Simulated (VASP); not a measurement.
Cd4SeS3: single point with PBE

The system is Cd4SeS3.

```xyz
8
Lattice="-3.0261 3.0261 6.0484 3.0261 -3.0261 6.0484 3.0261 3.0261 -6.0484" Properties=species:S:1:pos:R:3 pbc="T T T"
Cd   -1.5565    1.5565    7.5960
Cd    1.5565   -1.5565    7.5960
Cd    1.4697    1.4697   -1.5476
Cd    1.5565    1.5565    4.5009
Se    0.0000    0.0000    6.0484
S     0.0000    3.0261    3.0242
S     3.0261    0.0000    3.0242
S     0.0000    0.0000    0.0000
```

This cell differs from its parent crystal: volume scaled by 1.03, then relaxed in part.

```
Program                : VASP 6.6.1
Task                   : single point
Functional             : PBE
Potentials or basis    : VASP PAW PBE potentials, release 64 (Cd, Se, S)
Cutoff                 : 520 eV
k mesh                 : 6 × 6 × 6
Occupations            : gaussian, width 0.02 eV
Spin                   : no spin polarisation
Dipole correction      : no
Further INCAR settings : ALGO = Normal; EDIFF = 1e-06; NBANDS = 46
```

```yaml
Pressure: -1.1 GPa
Band_gap_on_the_k_mesh: 0.82 eV, direct
```

Levels at points of the mesh, in eV from the valence-band top:
```
           k point  band 34  band 35  band 36  band 37  band 38  band 39
(0.00, 0.00, 0.00)     0.00     0.00     0.00     0.82     3.56     4.05
(0.50, 0.00, 0.00)    -1.13    -0.76    -0.55     3.45     3.50     4.47
(0.50, 0.50, 0.00)    -0.62    -0.53    -0.47     2.67     2.76     3.86
(0.50, 0.50, 0.50)    -1.01    -0.74    -0.74     3.27     3.32     3.46
```

It took 7.2 min on 1 thread of Intel(R) Xeon(R) Platinum 8259CL CPU @ 2.50GHz (Skylake/Cascade Lake), on a shared host, peak memory 0.58 GiB.
